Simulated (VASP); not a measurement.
Write the native input for VASP 6.6.1 that does the following.

* Task: single point
* Functional: PBE
* Potentials or basis: VASP PAW PBE potentials, release 64 (Re, Sr_sv, B)
* Cutoff: 520 eV
* k mesh: 6 × 6 × 6
* Occupations: methfessel-paxton, width 0.0445 eV
* Spin: no spin polarisation
* Dipole correction: no
* Further INCAR settings: ALGO = Normal; EDIFF = 1e-06; NBANDS = 41

The structure of SrRe2B2 lies in POSCAR:

```
SrRe2B2
1.0
    0.0000000000      4.7428990000      3.0221540000
    0.0000000000     -4.7428990000      3.0221540000
    5.3852770000      0.0000000000     -3.0221540000
Re Sr B
4 2 4
Direct
    0.3699000000      0.3699000000      0.7398000000
    0.6301000000      0.6301000000      0.2602000000
    0.3801000000      0.8801000000      0.7602000000
    0.1199000000      0.6199000000      0.2398000000
    0.0000000000      0.0000000000      0.0000000000
    0.7500000000      0.2500000000      0.5000000000
    0.3280000000      0.6720000000      0.0000000000
    0.6720000000      0.3280000000      0.0000000000
    0.4220000000      0.5780000000      0.5000000000
    0.0780000000      0.9220000000      0.5000000000
```

These files were run (other wordings do the same):

INCAR

```
SYSTEM = SrRe2B2
PREC     = Accurate       ! precision mode
ENCUT    = 520            ! plane-wave cutoff, eV
EDIFF    = 1E-6           ! SCF threshold, eV
ISMEAR   = 1              ! smearing method
SIGMA    = 0.0445         ! smearing width, eV
LREAL    = .False.        ! projectors in reciprocal space
LASPH    = .True.         ! aspherical terms in the spheres
NELM     = 100            ! most SCF steps
ALGO     = Normal         ! electronic algorithm
ISIF     = 2              ! what is computed and relaxed
LWAVE    = .False.        ! write WAVECAR
LCHARG   = .False.        ! write CHGCAR
GGA      = PE             ! functional
NBANDS   = 41             ! bands
```

KPOINTS

```
Automatic mesh
0
Gamma
  6 6 6
  0 0 0
```

Potentials or basis: VASP PAW PBE potentials, release 64 (Re, Sr_sv, B).

Launch:

```console
$ cat potpaw_PBE.64/Re/POTCAR potpaw_PBE.64/Sr_sv/POTCAR potpaw_PBE.64/B/POTCAR > POTCAR
$ mpirun -np 1 vasp_std > vasp.out
```

It gave:

```json
{"Pressure": "9.6 GPa", "Largest force": "0.481 eV/Å", "Band gap on the k mesh": "zero (bands 30 and 31 overlap by 0.63 eV)"}
```

Caveat: the stress differs along the axes, from 3 to 15 GPa; spin-orbit coupling is left out, which moves the levels of the heavy elements.

Run time: 7.2 min on 1 thread of Intel(R) Xeon(R) Platinum 8259CL CPU @ 2.50GHz (Skylake/Cascade Lake), with other jobs on the host, peak memory 0.44 GiB.
